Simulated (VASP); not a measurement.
# CdS (Fm-3m) in VASP: a series of runs, part 2 of 3

VASP 6.6.1. The steps go on from the part before.

## Step 3: Single point, PBE

File INCAR:

```
SYSTEM = CdS
  PREC = Accurate
  ENCUT = 520
  EDIFF = 1E-7
  ISMEAR = 0
  SIGMA = 0.016
  LREAL = .FALSE.
  LASPH = .TRUE.
  NELM = 60
  ALGO = Normal
  ISIF = 2
  LWAVE = .FALSE.
  LCHARG = .TRUE.
  GGA = PE
  LELF = .TRUE.
  LVHAR = .TRUE.
  NBANDS = 16
```

File KPOINTS:

```
regular mesh
0
G
  8 8 8
  0 0 0
```

File POSCAR:

```
CdS
1.0
    0.0000000000      2.7532440000      2.7532440000
    2.7532440000      0.0000000000      2.7532440000
    2.7532440000      2.7532440000      0.0000000000
Cd S
1 1
Direct
    0.0000000000      0.0000000000      0.0000000000
    0.5000000000      0.5000000000      0.5000000000
```

Potentials or basis: VASP PAW PBE potentials, release 64 (Cd, S).

Started as:

```console
$ cat potpaw_PBE.64/Cd/POTCAR potpaw_PBE.64/S/POTCAR > POTCAR
$ mpirun -np 1 vasp_std > vasp.out
```

OUTCAR:

```text
SYSTEM = CdS
   PREC = Accurate
   ENCUT = 520
   EDIFF = 1E-7
   ISMEAR = 0
   LREAL = .FALSE.
   LASPH = .TRUE.
   NELM = 60
   ISIF = 2
   GGA = PE

 ion  position               nearest neighbor table
   1  0.000  0.000  0.000-   2 2.75   2 2.75   2 2.75   2 2.75   2 2.75   2 2.75
   2  0.500  0.500  0.500-   1 2.75   1 2.75   1 2.75   1 2.75   1 2.75   1 2.75

  LATTYP: Found a face centered cubic cell.
 ALAT       =     5.5064880000

  Lattice vectors:

 A1 = (   0.0000000000,   2.7532440000,   2.7532440000)
 A2 = (   2.7532440000,   0.0000000000,   2.7532440000)
 A3 = (   2.7532440000,   2.7532440000,   0.0000000000)

Analysis of symmetry for initial positions (statically):
=====================================================================
 Subroutine PRICEL returns:
 Original cell was already a primitive cell.

 Routine SETGRP: Setting up the symmetry group for a
 face centered cubic supercell.

 Subroutine GETGRP returns: Found 48 space group operations
[... 9 lines left out ...]

 Routine SETGRP: Setting up the symmetry group for a
 face centered cubic supercell.

 Subroutine GETGRP returns: Found 48 space group operations
[... 11 lines left out ...]
                                     Primitive cell

  volume of cell :      41.7411

  direct lattice vectors                    reciprocal lattice vectors
     0.000000000  2.753244000  2.753244000    -0.181603955  0.181603955  0.181603955
     2.753244000  0.000000000  2.753244000     0.181603955 -0.181603955  0.181603955
     2.753244000  2.753244000  0.000000000     0.181603955  0.181603955 -0.181603955

  length of vectors
     3.893675005  3.893675005  3.893675005     0.314547277  0.314547277  0.314547277

  position of ions in fractional coordinates (direct lattice)
     0.000000000  0.000000000  0.000000000
     0.500000000  0.500000000  0.500000000

  ion indices of the primitive-cell ions
   primitive index   ion index
                 1           1
                 2           2

----------------------------------------------------------------------------------------

 KPOINTS: regular mesh

Automatic generation of k-mesh.
 Grid dimensions read from file:
 generate k-points for:    8    8    8

 Generating k-lattice:

  Cartesian coordinates                     Fractional coordinates (reciprocal lattice)
    -0.022700494  0.022700494  0.022700494     0.125000000  0.000000000  0.000000000
     0.022700494 -0.022700494  0.022700494     0.000000000  0.125000000  0.000000000
     0.022700494  0.022700494 -0.022700494     0.000000000  0.000000000  0.125000000

  Length of vectors
     0.039318410  0.039318410  0.039318410

  Shift w.r.t. Gamma in fractional coordinates (k-lattice)
     0.000000000  0.000000000  0.000000000

 Subroutine IBZKPT returns following result:
 ===========================================

 Found     29 irreducible k-points:

 Following reciprocal coordinates:
            Coordinates               Weight
  0.000000  0.000000  0.000000      1.000000
  0.125000  0.000000  0.000000      8.000000
  0.250000  0.000000  0.000000      8.000000
  0.375000  0.000000  0.000000      8.000000
  0.500000  0.000000  0.000000      4.000000
  0.125000  0.125000  0.000000      6.000000
[... 16 lines left out ...]
  0.500000  0.250000  0.125000     48.000000
 -0.375000  0.250000  0.125000     24.000000
 [... further k-points ...]
   k-points           NKPTS =     29   k-points in BZ     NKDIM =     29   number of bands    NBANDS=     16
   number of dos      NEDOS =    301   number of ions     NIONS =      2
   total plane-waves  NPLWV =  27000
   dimension x,y,z NGX =    30 NGY =   30 NGZ =   30
   dimension x,y,z NGXF=    60 NGYF=   60 NGZF=   60
   ions per type =               1   1
   NGX,Y,Z   is equivalent  to a cutoff of  12.81, 12.81, 12.81 a.u.
   NGXF,Y,Z  is equivalent  to a cutoff of  25.62, 25.62, 25.62 a.u.
 SYSTEM =  CdS
   PREC   = accura    normal or accurate (medium, high low for compatibility)
   ISTART =      0    job   : 0-new  1-cont  2-samecut
   ICHARG =      2    charge: 1-file 2-atom 10-const
   ISPIN  =      1    spin polarized calculation?
   LNONCOLLINEAR =      F non collinear calculations
   LSORBIT =      F    spin-orbit coupling
   LASPH  =      T    aspherical Exc in radial PAW
   ENCUT  =  520.0 eV  38.22 Ry    6.18 a.u.   7.24  7.24  7.24*2*pi/ulx,y,z
   NELM   =     60;   NELMIN=  2; NELMDL= -5     # of ELM steps
   EDIFF  = 0.1E-06   stopping-criterion for ELM
   LREAL  =      F    real-space projection
   EDIFFG = 0.1E-05   stopping-criterion for IOM
   NSW    =      0    number of steps for IOM
   IBRION =     -1    ionic relax: 0-MD 1-quasi-New 2-CG
   NFREE  =      0    steps in history (QN), initial steepest desc. (CG)
   ISIF   =      2    stress and relaxation
   ISYM   =      2    0-nonsym 1-usesym 2-fastsym
   POTIM  = 0.5000    time-step for ionic-motion
   TEBEG  =    0.0;   TEEND  =   0.0 temperature during run
   PSTRESS=    0.0 pullay stress
   NELECT =      18.0000    total number of electrons
   NUPDOWN=      -1.0000    fix difference up-down
   EMIN   =  10.00;   EMAX   =-10.00  energy-range for DOS
   EFERMI =   0.00;   METHOD = LEGACY
   ISMEAR =     0;   SIGMA  =   0.02  broadening in eV -4-tet -1-fermi 0-gaus
   EFERMI_NEDOS =   21; number of points for ismear=-14 and -15
   IALGO  =     38    algorithm
   IMIX   =      4    mixing-type and parameters
     AMIX     =   0.40;   BMIX     =  1.00
     AMIX_MAG =   1.60;   BMIX_MAG =  1.00
  volume/ion in A,a.u.               =      20.87       140.84
  Fermi-wavevector in a.u.,A,eV,Ry     =   1.236833  2.337275 20.813583  1.529755
  Thomas-Fermi vector in A             =   2.371425
   LORBIT       =      0    0 simple, 1 ext, 2 COOP (PROOUT), +10 PAW based schemes
   GGA     = PE    functional components
   LHFCALC =     F    Hartree Fock is set to
   AEXX    =    0.0000 exact exchange contribution
   IVDW    =     0    specifies the selected vdW correction
   LEPSILON=     F    determine dielectric tensor
   LRPA    =     F    only Hartree local field effects (RPA)
 non-spin polarized calculation
 Gauss-broadening in eV      SIGMA  =   0.02
  energy-cutoff  :      520.00
  volume of cell :       41.74
 maximum number of plane-waves:      1158
 NGX is ok and might be reduce to    30
   NGX = 15   NGY = 15   NGZ = 15

 number of electron      18.0000005 magnetization

 Free energy of the ion-electron system (eV)
  ---------------------------------------------------
  ext. energy  EPLUGINS =         0.00000000
  ---------------------------------------------------
  free energy    TOTEN  =        -5.87660290 eV

  energy without entropy =       -5.87660290  energy(sigma->0) =       -5.87660290

 E-fermi :   2.8324     XC(G=0): -10.3034

 val. band max:        2.7131861877   @ k =   0.5000   0.0000   0.0000
 cond. band min:       2.9676237044   @ k =   0.5000   0.5000   0.0000
 fundamental gap:      0.2544375167
 Fermi energy:         2.8323827297

 k-point     1 :       0.0000    0.0000    0.0000
  band No.  band energies     occupation
      1      -9.9458      2.00000
      2      -4.8595      2.00000
      3      -4.8595      2.00000
      4      -4.8595      2.00000
      5      -4.8591      2.00000
      6      -4.8591      2.00000
[... 8 lines left out ...]
     15      14.0311      0.00000
     16      14.0579      0.00000

 k-point     2 :       0.1250    0.0000    0.0000
  band No.  band energies     occupation
      1      -9.8168      2.00000
      2      -4.9034      2.00000
      3      -4.9034      2.00000
      4      -4.8730      2.00000
      5      -4.8316      2.00000
      6      -4.8316      2.00000
[... 8 lines left out ...]
     15      12.9495      0.00000
     16      13.7483      0.00000

 k-point     3 :       0.2500    0.0000    0.0000
  band No.  band energies     occupation
      1      -9.4718      2.00000
      2      -5.0068      2.00000
      3      -5.0068      2.00000
      4      -4.9235      2.00000
      5      -4.7637      2.00000
      6      -4.7637      2.00000
[... 8 lines left out ...]
     15      13.5375      0.00000
     16      13.5375      0.00000
[... 362 lines left out ...]
 k-point    23 :       0.5000    0.2500    0.1250
  band No.  band energies     occupation
      1      -9.0169      2.00000
      2      -5.0335      2.00000
      3      -4.9733      2.00000
      4      -4.9127      2.00000
      5      -4.6894      2.00000
      6      -4.6013      2.00000
[... 8 lines left out ...]
     15      16.2710      0.00000
     16      16.7809      0.00000

 k-point    24 :      -0.3750    0.2500    0.1250
  band No.  band energies     occupation
      1      -8.8998      2.00000
      2      -5.0711      2.00000
      3      -4.9446      2.00000
      4      -4.9024      2.00000
      5      -4.6551      2.00000
      6      -4.5649      2.00000
[... 8 lines left out ...]
     15      14.9554      0.00000
     16      17.0963      0.00000

 [... further k-points ...]
[... 5 lines left out ...]
  --------------------------------------------------------------------------------------
  -------------------------------------------------------------------------------------
  Total       -0.0194040     -0.0194040     -0.0194040      0.0000000      0.0000000     -0.0000000
  in kB       -0.7447956     -0.7447956     -0.7447956      0.0000000      0.0000000     -0.0000000
  external PRESSURE =      -0.7447956 kB  Pullay stress =       0.0000000 kB

 VOLUME and BASIS-vectors are now :
 -----------------------------------------------------------------------------
  energy-cutoff  :      520.00
  volume of cell :       41.74
      direct lattice vectors                 reciprocal lattice vectors
     0.000000000  2.753244000  2.753244000    -0.181603955  0.181603955  0.181603955
     2.753244000  0.000000000  2.753244000     0.181603955 -0.181603955  0.181603955
     2.753244000  2.753244000  0.000000000     0.181603955  0.181603955 -0.181603955

 POSITION                                       TOTAL-FORCE (eV/Angst)
 -----------------------------------------------------------------------------------
      0.00000      0.00000      0.00000        -0.000000      0.000000     -0.000000
      2.75324      2.75324      2.75324         0.000000      0.000000      0.000000
 -----------------------------------------------------------------------------------
    total drift:                               -0.000000      0.000000      0.000000

  FREE ENERGIE OF THE ION-ELECTRON SYSTEM (eV)
  ---------------------------------------------------
  free  energy   TOTEN  =        -5.8766028996 eV

  energy  without entropy=       -5.8766028996  energy(sigma->0) =       -5.87660290
```

OSZICAR:

```text
N       E                     dE             d eps       ncg     rms          rms(c)
DAV:   1     0.101192233926E+03    0.10119E+03   -0.93056E+03   984   0.105E+03
DAV:   2    -0.301801658751E+01   -0.10421E+03   -0.97416E+02  1136   0.251E+02
DAV:   3    -0.644462267298E+01   -0.34266E+01   -0.34218E+01  1128   0.472E+01
DAV:   4    -0.645993995063E+01   -0.15317E-01   -0.15317E-01  1160   0.312E+00
DAV:   5    -0.646009245000E+01   -0.15250E-03   -0.15250E-03  1144   0.299E-01    0.715E+00
DAV:   6    -0.590235908275E+01    0.55773E+00   -0.88068E-01  1240   0.114E+01    0.606E+00
DAV:   7    -0.587772839063E+01    0.24631E-01   -0.16282E-01  1128   0.290E+00    0.318E+00
DAV:   8    -0.587669052371E+01    0.10379E-02   -0.17003E-02  1064   0.160E+00    0.279E-01
DAV:   9    -0.587652563709E+01    0.16489E-03   -0.13618E-03  1160   0.513E-01    0.593E-02
DAV:  10    -0.587658073900E+01   -0.55102E-04   -0.17841E-04  1128   0.132E-01    0.582E-02
DAV:  11    -0.587660559528E+01   -0.24856E-04   -0.40170E-05  1128   0.622E-02    0.204E-02
DAV:  12    -0.587660287452E+01    0.27208E-05   -0.89551E-06  1184   0.349E-02    0.774E-03
DAV:  13    -0.587660306178E+01   -0.18726E-06   -0.93664E-07  1040   0.599E-03    0.644E-03
DAV:  14    -0.587660291561E+01    0.14617E-06   -0.68015E-08   656   0.197E-03    0.229E-03
DAV:  15    -0.587660289956E+01    0.16054E-07   -0.10076E-08   552   0.961E-04
   1 F= -.58766029E+01 E0= -.58766029E+01  d E =-.111265E-27
```

stdout:

```text
POSCAR found type information on POSCAR CdS
 POSCAR found :  2 types and       2 ions
 scaLAPACK will be used
 LDA part: xc-table for (Slater+PW92), standard interpolation
 POSCAR, INCAR and KPOINTS ok, starting setup
 FFT: planning ... GRIDC
 FFT: planning ... GRID_SOFT
 FFT: planning ... GRID
 WAVECAR not read
 entering main loop
```

It took 22 s on 1 thread of Intel Xeon Platinum 8259CL at 2.50GHz (Skylake/Cascade Lake), shared host; peak memory 0.17 GiB.

What came out:

```
Free energy            : -5.8766 eV
Pressure               : -0.1 GPa
Band gap on the k mesh : 0.25 eV, indirect (least direct gap 1.53 eV)
```

## Step 4: Single point, PBE

Edit INCAR of step 3 so:

```diff
@@ -5,6 +5,6 @@
   ISMEAR = 0
-  SIGMA = 0.016
+  SIGMA = 0.017
   LREAL = .FALSE.
   LASPH = .TRUE.
-  NELM = 60
+  NELM = 80
   ALGO = Normal
```

KPOINTS is that of step 3.

POSCAR is that of step 3.

Started as:

```console
$ cat potpaw_PBE.64/Cd/POTCAR potpaw_PBE.64/S/POTCAR > POTCAR
$ mpirun -np 1 vasp_std > vasp.out
```

Run time: 24 s. Hardware: 1 thread of Intel Xeon Platinum 8259CL at 2.50GHz (Skylake/Cascade Lake), shared host; peak memory 0.17 GiB.

It converged, with:

```yaml
Free_energy: -5.8766 eV
Pressure: -0.1 GPa
Band_gap_on_the_k_mesh: 0.25 eV, indirect (least direct gap 1.53 eV)
```

Levels at points of the mesh, in eV from the valence-band top:
| k point | band 5 | band 6 | band 7 | band 8 | band 9 | band 10 | band 11 | band 12 | band 13 | band 14 |
| --- | --- | --- | --- | --- | --- | --- | --- | --- | --- | --- |
| (0.00, 0.00, 0.00) | -7.57 | -7.57 | -0.70 | -0.70 | -0.70 | 0.83 | 9.23 | 9.23 | 9.23 | 11.32 |
| (0.50, 0.00, 0.00) | -7.38 | -7.38 | -4.75 | 0.00 | 0.00 | 3.54 | 5.93 | 5.93 | 6.66 | 12.21 |
| (0.50, 0.50, 0.00) | -7.32 | -6.67 | -4.10 | -2.05 | -2.05 | 0.25 | 6.07 | 9.74 | 11.13 | 11.13 |

A k mesh can miss the band edges.

## Step 5: Single point, PBE

File INCAR:

```
  ALGO = Normal
  EDIFF = 1E-6
  ENCUT = 520
  GGA = PE
  ISIF = 2
  ISMEAR = 0
  LASPH = True
  LCHARG = True
  LELF = True
  LREAL = False
  LVHAR = True
  LWAVE = False
  NBANDS = 16
  NELM = 60
  PREC = Accurate
  SIGMA = 0.018000000000000002
```

File KPOINTS:

```
k-points
0
Gamma
  8 8 8
```

POSCAR is that of step 4.

Potentials or basis: VASP PAW PBE potentials, release 64 (Cd, S).

Started as:

```console
$ cat potpaw_PBE.64/Cd/POTCAR potpaw_PBE.64/S/POTCAR > POTCAR
$ mpirun -np 1 vasp_std > vasp.out
```

OUTCAR:

```text
EDIFF = 1E-6
   ENCUT = 520
   GGA = PE
   ISIF = 2
   ISMEAR = 0
   LASPH = True
   LREAL = False
   NELM = 60
   PREC = Accurate

 ion  position               nearest neighbor table
   1  0.000  0.000  0.000-   2 2.75   2 2.75   2 2.75   2 2.75   2 2.75   2 2.75
   2  0.500  0.500  0.500-   1 2.75   1 2.75   1 2.75   1 2.75   1 2.75   1 2.75

  LATTYP: Found a face centered cubic cell.
 ALAT       =     5.5064880000

  Lattice vectors:

 A1 = (   0.0000000000,   2.7532440000,   2.7532440000)
 A2 = (   2.7532440000,   0.0000000000,   2.7532440000)
 A3 = (   2.7532440000,   2.7532440000,   0.0000000000)

Analysis of symmetry for initial positions (statically):
=====================================================================
 Subroutine PRICEL returns:
 Original cell was already a primitive cell.

 Routine SETGRP: Setting up the symmetry group for a
 face centered cubic supercell.

 Subroutine GETGRP returns: Found 48 space group operations
[... 9 lines left out ...]

 Routine SETGRP: Setting up the symmetry group for a
 face centered cubic supercell.

 Subroutine GETGRP returns: Found 48 space group operations
[... 146 lines left out ...]
  ext. energy  EPLUGINS =         0.00000000
  ---------------------------------------------------
  free energy    TOTEN  =        -5.87660306 eV

  energy without entropy =       -5.87660306  energy(sigma->0) =       -5.87660306

 E-fermi :   2.8325     XC(G=0): -10.3034

 val. band max:        2.7133853180   @ k =   0.5000   0.0000   0.0000
 cond. band min:       2.9676564336   @ k =   0.5000   0.5000   0.0000
 fundamental gap:      0.2542711156
 Fermi energy:         2.8325240797

 k-point     1 :       0.0000    0.0000    0.0000
  band No.  band energies     occupation
      1      -9.9456      2.00000
      2      -4.8593      2.00000
      3      -4.8593      2.00000
      4      -4.8593      2.00000
      5      -4.8589      2.00000
      6      -4.8589      2.00000
[... 433 lines left out ...]
      3      -4.9445      2.00000
      4      -4.9023      2.00000
      5      -4.6550      2.00000
      6      -4.5647      2.00000
[... 8 lines left out ...]
     15      14.9554      0.00000
     16      17.0964      0.00000

 [... further k-points ...]
[... 5 lines left out ...]
  --------------------------------------------------------------------------------------
  -------------------------------------------------------------------------------------
  Total       -0.0223140     -0.0223140     -0.0223140      0.0000000      0.0000000     -0.0000000
  in kB       -0.8564916     -0.8564916     -0.8564916      0.0000000      0.0000000     -0.0000000
  external PRESSURE =      -0.8564916 kB  Pullay stress =       0.0000000 kB

 VOLUME and BASIS-vectors are now :
 -----------------------------------------------------------------------------
  energy-cutoff  :      520.00
  volume of cell :       41.74
      direct lattice vectors                 reciprocal lattice vectors
     0.000000000  2.753244000  2.753244000    -0.181603955  0.181603955  0.181603955
     2.753244000  0.000000000  2.753244000     0.181603955 -0.181603955  0.181603955
     2.753244000  2.753244000  0.000000000     0.181603955  0.181603955 -0.181603955

 POSITION                                       TOTAL-FORCE (eV/Angst)
 -----------------------------------------------------------------------------------
      0.00000      0.00000      0.00000         0.000000     -0.000000     -0.000000
      2.75324      2.75324      2.75324         0.000000      0.000000      0.000000
 -----------------------------------------------------------------------------------
    total drift:                               -0.000000      0.000000      0.000000

  FREE ENERGIE OF THE ION-ELECTRON SYSTEM (eV)
  ---------------------------------------------------
  free  energy   TOTEN  =        -5.8766030581 eV

  energy  without entropy=       -5.8766030581  energy(sigma->0) =       -5.87660306
```

Run time: 20 s. Hardware: 1 thread of Intel Xeon Platinum 8259CL at 2.50GHz (Skylake/Cascade Lake), shared host; peak memory 0.17 GiB.

What came out:

| Item | Value |
| --- | --- |
| Free energy | -5.8766 eV |
| Pressure | -0.1 GPa |
| Band gap on the k mesh | 0.25 eV, indirect (least direct gap 1.53 eV) |

Levels at points of the mesh, in eV from the valence-band top:
```csv
k point,band 6,band 7,band 8,band 9,band 10,band 11,band 12,band 13
"(0.00, 0.00, 0.00)",-7.57,-0.70,-0.70,-0.70,0.83,9.23,9.23,9.23
"(0.50, 0.00, 0.00)",-7.38,-4.75,0.00,0.00,3.54,5.93,5.93,6.66
"(0.50, 0.50, 0.00)",-6.67,-4.10,-2.05,-2.05,0.25,6.07,9.74,11.13
```

A k mesh can miss the band edges.

(Part 2 of 3 ends here.)
